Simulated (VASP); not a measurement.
# Ba (Fm-3m) in VASP: notebook

The runs below take Ba through single point, with LDA.

Everything below comes from runs of VASP 6.6.1. Logs are shortened: lines on timing, memory, paths and dates and some standing lists are left out, and cuts for length are marked.

## (1) The cell of the first run

Symmetry: Fm-3m, No. 225, cubic system. Conventional cell: a = 5.989 Å, b = 5.989 Å, c = 5.989 Å, α = 90.00°, β = 90.00°, γ = 90.00°. Within 5.6 Å of Ba (site symmetry m-3m) lie 12 Ba at 4.23 Å.

This isn't the form of Ba at room conditions, which is bcc.

## (2) Single point, LDA (53.70 Å³/atom)

Contents of INCAR:

```
ALGO = Normal
EDIFF = 1E-6
ENCUT = 520
ISIF = 2
ISMEAR = -1
LASPH = True
LCHARG = True
LELF = True
LREAL = False
LVHAR = True
LWAVE = False
NBANDS = 11
NELM = 60
PREC = Accurate
SIGMA = 0.1
```

Contents of KPOINTS:

```
k-points
0
Gamma
  10 10 10
```

Contents of POSCAR:

```
Ba
1.0
    0.0000000000      2.9943435877      2.9943435877
    2.9943435877      0.0000000000      2.9943435877
    2.9943435877      2.9943435877      0.0000000000
Ba
1
Direct
    0.0000000000      0.0000000000      0.0000000000
```

Potentials or basis: VASP PAW LDA potentials, release 64 (Ba_sv).

On the command line:

```bash
cat potpaw_LDA.64/Ba_sv/POTCAR > POTCAR
mpirun -np 1 vasp_std > vasp.out
```

OUTCAR:

```text
EDIFF = 1E-6
   ENCUT = 520
   ISIF = 2
   ISMEAR = -1
   LASPH = True
   LREAL = False
   NELM = 60
   PREC = Accurate

 ion  position               nearest neighbor table
   1  0.000  0.000  0.000-

  LATTYP: Found a face centered cubic cell.
 ALAT       =     5.9886871754

  Lattice vectors:

 A1 = (   0.0000000000,   2.9943435877,   2.9943435877)
 A2 = (   2.9943435877,   0.0000000000,   2.9943435877)
 A3 = (   2.9943435877,   2.9943435877,   0.0000000000)

Analysis of symmetry for initial positions (statically):
=====================================================================
 Subroutine PRICEL returns:
 Original cell was already a primitive cell.

 Routine SETGRP: Setting up the symmetry group for a
 face centered cubic supercell.

 Subroutine GETGRP returns: Found 48 space group operations
 (whereof 48 operations were pure point group operations)
 out of a pool of 48 trial point group operations.

The static configuration has the point symmetry O_h .

Analysis of symmetry for dynamics (positions and initial velocities):
=====================================================================
 Subroutine PRICEL returns:
 Original cell was already a primitive cell.

 Routine SETGRP: Setting up the symmetry group for a
 face centered cubic supercell.

 Subroutine GETGRP returns: Found 48 space group operations
 (whereof 48 operations were pure point group operations)
 out of a pool of 48 trial point group operations.

The dynamic configuration has the point symmetry O_h .

 Subroutine INISYM returns: Found 48 space group operations
 (whereof 48 operations are pure point group operations),
 and found     1 'primitive' translations

----------------------------------------------------------------------------------------

                                     Primitive cell

  volume of cell :      53.6951

  direct lattice vectors                    reciprocal lattice vectors
     0.000000000  2.994343588  2.994343588    -0.166981505  0.166981505  0.166981505
     2.994343588  0.000000000  2.994343588     0.166981505 -0.166981505  0.166981505
     2.994343588  2.994343588  0.000000000     0.166981505  0.166981505 -0.166981505

  length of vectors
     4.234641312  4.234641312  4.234641312     0.289220451  0.289220451  0.289220451

  position of ions in fractional coordinates (direct lattice)
     0.000000000  0.000000000  0.000000000

  ion indices of the primitive-cell ions
   primitive index   ion index
                 1           1

----------------------------------------------------------------------------------------

 KPOINTS: k-points

Automatic generation of k-mesh.
 Grid dimensions read from file:
 generate k-points for:   10   10   10

 Generating k-lattice:

  Cartesian coordinates                     Fractional coordinates (reciprocal lattice)
    -0.016698151  0.016698151  0.016698151     0.100000000  0.000000000  0.000000000
     0.016698151 -0.016698151  0.016698151     0.000000000  0.100000000  0.000000000
     0.016698151  0.016698151 -0.016698151     0.000000000  0.000000000  0.100000000

  Length of vectors
     0.028922045  0.028922045  0.028922045

  Shift w.r.t. Gamma in fractional coordinates (k-lattice)
     0.000000000  0.000000000  0.000000000

 Subroutine IBZKPT returns following result:
 ===========================================

 Found     47 irreducible k-points:

 Following reciprocal coordinates:
            Coordinates               Weight
  0.000000  0.000000  0.000000      1.000000
  0.100000  0.000000  0.000000      8.000000
  0.200000  0.000000  0.000000      8.000000
  0.300000  0.000000  0.000000      8.000000
  0.400000  0.000000  0.000000      8.000000
  0.500000  0.000000  0.000000      4.000000
[... 16 lines left out ...]
  0.300000  0.300000  0.000000      6.000000
  0.400000  0.300000  0.000000     24.000000
 [... further k-points ...]
   k-points           NKPTS =     47   k-points in BZ     NKDIM =     47   number of bands    NBANDS=     11
   number of dos      NEDOS =    301   number of ions     NIONS =      1
   total plane-waves  NPLWV =  32768
   dimension x,y,z NGX =    32 NGY =   32 NGZ =   32
   dimension x,y,z NGXF=    64 NGYF=   64 NGZF=   64
   ions per type =               1
   NGX,Y,Z   is equivalent  to a cutoff of  12.56, 12.56, 12.56 a.u.
   NGXF,Y,Z  is equivalent  to a cutoff of  25.13, 25.13, 25.13 a.u.
 SYSTEM =  unknown system
   PREC   = accura    normal or accurate (medium, high low for compatibility)
   ISTART =      0    job   : 0-new  1-cont  2-samecut
   ICHARG =      2    charge: 1-file 2-atom 10-const
   ISPIN  =      1    spin polarized calculation?
   LNONCOLLINEAR =      F non collinear calculations
   LSORBIT =      F    spin-orbit coupling
   LASPH  =      T    aspherical Exc in radial PAW
   ENCUT  =  520.0 eV  38.22 Ry    6.18 a.u.   7.87  7.87  7.87*2*pi/ulx,y,z
   NELM   =     60;   NELMIN=  2; NELMDL= -5     # of ELM steps
   EDIFF  = 0.1E-05   stopping-criterion for ELM
   LREAL  =      F    real-space projection
   EDIFFG = 0.1E-04   stopping-criterion for IOM
   NSW    =      0    number of steps for IOM
   IBRION =     -1    ionic relax: 0-MD 1-quasi-New 2-CG
   NFREE  =      0    steps in history (QN), initial steepest desc. (CG)
   ISIF   =      2    stress and relaxation
   ISYM   =      2    0-nonsym 1-usesym 2-fastsym
   POTIM  = 0.5000    time-step for ionic-motion
   TEBEG  =    0.0;   TEEND  =   0.0 temperature during run
   PSTRESS=    0.0 pullay stress
   NELECT =      10.0000    total number of electrons
   NUPDOWN=      -1.0000    fix difference up-down
   EMIN   =  10.00;   EMAX   =-10.00  energy-range for DOS
   EFERMI =   0.00;   METHOD = LEGACY
   ISMEAR =    -1;   SIGMA  =   0.10  broadening in eV -4-tet -1-fermi 0-gaus
   EFERMI_NEDOS =   21; number of points for ismear=-14 and -15
   IALGO  =     38    algorithm
   IMIX   =      4    mixing-type and parameters
     AMIX     =   0.40;   BMIX     =  1.00
     AMIX_MAG =   1.60;   BMIX_MAG =  1.00
  volume/ion in A,a.u.               =      53.70       362.35
  Fermi-wavevector in a.u.,A,eV,Ry     =   0.934896  1.766697 11.891902  0.874030
  Thomas-Fermi vector in A             =   2.061748
   LORBIT       =      0    0 simple, 1 ext, 2 COOP (PROOUT), +10 PAW based schemes
   GGA     = CA    functional components
   LHFCALC =     F    Hartree Fock is set to
   AEXX    =    0.0000 exact exchange contribution
   IVDW    =     0    specifies the selected vdW correction
   LEPSILON=     F    determine dielectric tensor
   LRPA    =     F    only Hartree local field effects (RPA)
 non-spin polarized calculation
  energy-cutoff  :      520.00
  volume of cell :       53.70
 maximum number of plane-waves:      1460
   NGX = 15   NGY = 15   NGZ = 15

 number of electron      10.0000000 magnetization

 Free energy of the ion-electron system (eV)
  ---------------------------------------------------
  ext. energy  EPLUGINS =         0.00000000
  ---------------------------------------------------
  free energy    TOTEN  =        -2.26244315 eV

  energy without entropy =       -2.20906206  energy(sigma->0) =       -2.23575261

 E-fermi :   2.0128     XC(G=0):  -8.1485

 val. band max:        2.0046020314   @ k =  -0.3000   0.4000   0.2000
 cond. band min:       2.0535637636   @ k =   0.4000   0.3000   0.0000
 fundamental gap:      0.0489617322
 Fermi energy:         2.0128202825

 k-point     1 :       0.0000    0.0000    0.0000
  band No.  band energies     occupation
      1     -26.5562      2.00000
      2     -11.3994      2.00000
      3     -11.3994      2.00000
      4     -11.3994      2.00000
      5      -0.8178      2.00000
      6       3.9075      0.00000
      7       3.9075      0.00000
      8       3.9075      0.00000
      9       5.7911      0.00000
     10       5.7911      0.00000
     11       8.4300      0.00000

 k-point     2 :       0.1000    0.0000    0.0000
  band No.  band energies     occupation
      1     -26.5485      2.00000
      2     -11.4810      2.00000
      3     -11.4091      2.00000
      4     -11.4091      2.00000
      5      -0.6021      2.00000
      6       3.6692      0.00000
      7       4.0071      0.00000
      8       4.0071      0.00000
      9       5.6495      0.00000
     10       5.6495      0.00000
     11       8.9173      0.00000

 k-point     3 :       0.2000    0.0000    0.0000
  band No.  band energies     occupation
      1     -26.5282      2.00000
      2     -11.6861      2.00000
      3     -11.4343      2.00000
      4     -11.4343      2.00000
      5      -0.0425      2.00000
      6       3.2530      0.00001
      7       4.1467      0.00000
      8       4.1467      0.00000
      9       5.5530      0.00000
     10       5.5530      0.00000
     11       9.0343      0.00000

 k-point     4 :       0.3000    0.0000    0.0000
  band No.  band energies     occupation
      1     -26.5029      2.00000
      2     -11.9245      2.00000
      3     -11.4651      2.00000
      4     -11.4651      2.00000
      5       0.5809      2.00000
      6       3.1014      0.00004
      7       4.0244      0.00000
      8       4.0244      0.00000
      9       6.0076      0.00000
     10       6.0076      0.00000
     11       8.4210      0.00000

 k-point     5 :       0.4000    0.0000    0.0000
  band No.  band energies     occupation
      1     -26.4823      2.00000
      2     -12.1070      2.00000
      3     -11.4897      2.00000
      4     -11.4897      2.00000
      5       0.9066      1.99997
      6       3.4155      0.00000
      7       3.8189      0.00000
      8       3.8189      0.00000
      9       6.8033      0.00000
     10       6.8033      0.00000
     11       8.1772      0.00000
[... 211 lines left out ...]
 k-point    21 :      -0.3000    0.2000    0.0000
  band No.  band energies     occupation
      1     -26.4746      2.00000
      2     -11.9979      2.00000
      3     -11.6918      2.00000
      4     -11.5000      2.00000
      5       1.5571      1.97923
      6       2.8821      0.00034
      7       3.0977      0.00004
      8       4.4231      0.00000
      9       5.6915      0.00000
     10       7.8692      0.00000
     11       9.3782      0.00000

 k-point    22 :      -0.2000    0.2000    0.0000
  band No.  band energies     occupation
      1     -26.4942      2.00000
      2     -11.8858      2.00000
      3     -11.6181      2.00000
      4     -11.4607      2.00000
      5       0.9990      1.99992
      6       2.8519      0.00045
      7       3.4867      0.00000
      8       4.6085      0.00000
      9       4.9255      0.00000
     10       7.1452      0.00000
     11       9.9481      0.00000

 k-point    23 :       0.3000    0.3000    0.0000
  band No.  band energies     occupation
      1     -26.4854      2.00000
      2     -11.8974      2.00000
      3     -11.5816      2.00000
      4     -11.5816      2.00000
      5       0.9666      1.99994
      6       2.1987      0.26971
      7       3.7306      0.00000
      8       5.4652      0.00000
      9       5.4652      0.00000
     10       6.6647      0.00000
     11      11.5065      0.00000

 k-point    24 :       0.4000    0.3000    0.0000
  band No.  band energies     occupation
      1     -26.4691      2.00000
      2     -11.9942      2.00000
      3     -11.6379      2.00000
      4     -11.6117      2.00000
      5       1.2183      1.99929
      6       2.0536      0.79905
      7       3.6812      0.00000
      8       5.6288      0.00000
      9       6.2704      0.00000
     10       7.1605      0.00000
     11      10.0799      0.00000

 [... further k-points ...]

------------------------ aborting loop because EDIFF is reached ----------------------------------------

  FORCE on cell =-STRESS in cart. coord.  units (eV):
  Direction    XX          YY          ZZ          XY          YZ          ZX
  --------------------------------------------------------------------------------------
  -------------------------------------------------------------------------------------
  Total        0.0235706      0.0235706      0.0235706      0.0000000      0.0000000     -0.0000000
  in kB        0.7033084      0.7033084      0.7033084      0.0000000      0.0000000     -0.0000000
  external PRESSURE =       0.7033084 kB  Pullay stress =       0.0000000 kB

 VOLUME and BASIS-vectors are now :
 -----------------------------------------------------------------------------
  energy-cutoff  :      520.00
  volume of cell :       53.70
      direct lattice vectors                 reciprocal lattice vectors
     0.000000000  2.994343588  2.994343588    -0.166981505  0.166981505  0.166981505
     2.994343588  0.000000000  2.994343588     0.166981505 -0.166981505  0.166981505
     2.994343588  2.994343588  0.000000000     0.166981505  0.166981505 -0.166981505

 POSITION                                       TOTAL-FORCE (eV/Angst)
 -----------------------------------------------------------------------------------
      0.00000      0.00000      0.00000         0.000000      0.000000      0.000000
 -----------------------------------------------------------------------------------
    total drift:                               -0.000000      0.000000      0.000000

  FREE ENERGIE OF THE ION-ELECTRON SYSTEM (eV)
  ---------------------------------------------------
  free  energy   TOTEN  =        -2.2624431547 eV

  energy  without entropy=       -2.2090620613  energy(sigma->0) =       -2.23575261
```

Run time: 23 s. Hardware: 1 thread of Intel Xeon Platinum 8259CL at 2.50GHz (Skylake/Cascade Lake), shared host; peak memory 0.16 GiB.

Results:

- Free energy: -2.2624 eV
- Pressure: 0.1 GPa
- Band gap on the k mesh: zero (bands 5 and 6 overlap by 0.44 eV)

Caveat: spin-orbit coupling is left out, which moves the levels of the heavy elements.

## (3) Single point, LDA (55.84 Å³/atom)

This run uses another cell than the first one, of 55.84 Å³/atom.

Contents of INCAR:

```
PREC = Accurate
ENCUT = 520
EDIFF = 1E-6
ISMEAR = -1
SIGMA = 0.1
LREAL = F
LASPH = T
NELM = 100
ALGO = Normal
ISIF = 2
LWAVE = F
LCHARG = F
GGA = CA
NBANDS = 11
```

Contents of KPOINTS:

```
regular mesh
0
Gamma
  10 10 10
```

Contents of POSCAR:

```
Ba
1.0
    0.0000000000      3.0337473641      3.0337473641
    3.0337473641      0.0000000000      3.0337473641
    3.0337473641      3.0337473641      0.0000000000
Ba
1
Direct
    0.0000000000      0.0000000000      0.0000000000
```

Potentials or basis: VASP PAW LDA potentials, release 64 (Ba_sv).

On the command line:

```bash
cat potpaw_LDA.64/Ba_sv/POTCAR > POTCAR
mpirun -np 1 vasp_std > vasp.out
```

OUTCAR:

```text
PREC = Accurate
   ENCUT = 520
   EDIFF = 1E-6
   ISMEAR = -1
   LREAL = F
   LASPH = T
   NELM = 100
   ISIF = 2
   GGA = CA

 ion  position               nearest neighbor table
   1  0.000  0.000  0.000-

  LATTYP: Found a face centered cubic cell.
 ALAT       =     6.0674947282

  Lattice vectors:

 A1 = (   0.0000000000,   3.0337473641,   3.0337473641)
 A2 = (   3.0337473641,   0.0000000000,   3.0337473641)
 A3 = (   3.0337473641,   3.0337473641,   0.0000000000)

Analysis of symmetry for initial positions (statically):
=====================================================================
 Subroutine PRICEL returns:
 Original cell was already a primitive cell.

 Routine SETGRP: Setting up the symmetry group for a
 face centered cubic supercell.

 Subroutine GETGRP returns: Found 48 space group operations
 (whereof 48 operations were pure point group operations)
 out of a pool of 48 trial point group operations.

The static configuration has the point symmetry O_h .

Analysis of symmetry for dynamics (positions and initial velocities):
=====================================================================
 Subroutine PRICEL returns:
[... 166 lines left out ...]
      2     -11.6357      2.00000
      3     -11.6357      2.00000
      4     -11.6357      2.00000
      5      -0.9569      2.00000
      6       3.7234      0.00000
      7       3.7234      0.00000
      8       3.7234      0.00000
      9       5.5234      0.00000
     10       5.5234      0.00000
     11       8.1975      0.00000
[... 309 lines left out ...]
 k-point    24 :       0.4000    0.3000    0.0000
  band No.  band energies     occupation
      1     -26.6813      2.00000
      2     -12.1635      2.00000
      3     -11.8476      2.00000
      4     -11.8245      2.00000
      5       1.0728      1.99931
      6       1.9380      0.67584
      7       3.4417      0.00000
      8       5.3639      0.00000
      9       5.9679      0.00000
     10       6.8262      0.00000
     11       9.6253      0.00000

 [... further k-points ...]

------------------------ aborting loop because EDIFF is reached ----------------------------------------

  FORCE on cell =-STRESS in cart. coord.  units (eV):
  Direction    XX          YY          ZZ          XY          YZ          ZX
  --------------------------------------------------------------------------------------
  -------------------------------------------------------------------------------------
  Total       -0.0974493     -0.0974493     -0.0974493      0.0000000     -0.0000000      0.0000000
  in kB       -2.7958967     -2.7958967     -2.7958967      0.0000000     -0.0000000      0.0000000
  external PRESSURE =      -2.7958967 kB  Pullay stress =       0.0000000 kB

 VOLUME and BASIS-vectors are now :
 -----------------------------------------------------------------------------
  energy-cutoff  :      520.00
  volume of cell :       55.84
      direct lattice vectors                 reciprocal lattice vectors
     0.000000000  3.033747364  3.033747364    -0.164812669  0.164812669  0.164812669
     3.033747364  0.000000000  3.033747364     0.164812669 -0.164812669  0.164812669
     3.033747364  3.033747364  0.000000000     0.164812669  0.164812669 -0.164812669

 POSITION                                       TOTAL-FORCE (eV/Angst)
 -----------------------------------------------------------------------------------
      0.00000      0.00000      0.00000         0.000000      0.000000     -0.000000
 -----------------------------------------------------------------------------------
    total drift:                                0.000000      0.000000     -0.000000

  FREE ENERGIE OF THE ION-ELECTRON SYSTEM (eV)
  ---------------------------------------------------
  free  energy   TOTEN  =        -2.2609894800 eV

  energy  without entropy=       -2.2060643487  energy(sigma->0) =       -2.23352691
```

Run time: 19 s. Hardware: 1 thread of Intel Xeon Platinum 8259CL at 2.50GHz (Skylake/Cascade Lake), shared host; peak memory 0.16 GiB.

Results:

* Free energy: -2.2610 eV
* Pressure: -0.3 GPa
* Band gap on the k mesh: zero (bands 5 and 6 overlap by 0.36 eV)

Caveat: spin-orbit coupling is left out, which moves the levels of the heavy elements.

(Continued in part 2 of 2.)

The gap in the log of VASP goes by the Fermi energy; the results here count the filled bands.